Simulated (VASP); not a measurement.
GeCl3, 8 atoms in the cell. Symmetry: Pm-3n, No. 223, cubic system. The conventional cell has a = 5.495 Å, b = 5.495 Å, c = 5.495 Å, α = 90.00°, β = 90.00°, γ = 90.00°. Ge (site symmetry m-3) has 12 Cl at 3.07 Å within 4.0 Å. Cl (site symmetry -4m2) has 10 Cl at 2.75 to 3.37 Å and 4 Ge at 3.07 Å within 3.6 Å. The cell was generated, and may not be a known phase.

```yaml
Program: VASP 6.6.1
Task: single point
Functional: PBE
Potentials_or_basis: VASP PAW PBE potentials, release 64 (Ge_d, Cl)
Cutoff: 520 eV
k_mesh: 8 × 8 × 8
Occupations: gaussian, width 0.1 eV
Spin: no spin polarisation
Dipole_correction: no
Further_INCAR_settings: ALGO = Fast; EDIFF = 1e-06; NBANDS = 45
```

Potentials or basis: VASP PAW PBE potentials, release 64 (Ge_d, Cl).

Command:

```sh
$ cat potpaw_PBE.64/Ge_d/POTCAR potpaw_PBE.64/Cl/POTCAR > POTCAR
$ mpirun -np 1 vasp_std > vasp.out
```

Hardware: 1 thread of Oxide Virtual Turin-like Processor, with other jobs on the host.

Estimate the wall time of this run.

Wall time 12 min on 1 thread of Oxide Virtual Turin-like Processor (shared host), peak memory 0.34 GiB. Counts: scf iterations 26, k points 35.
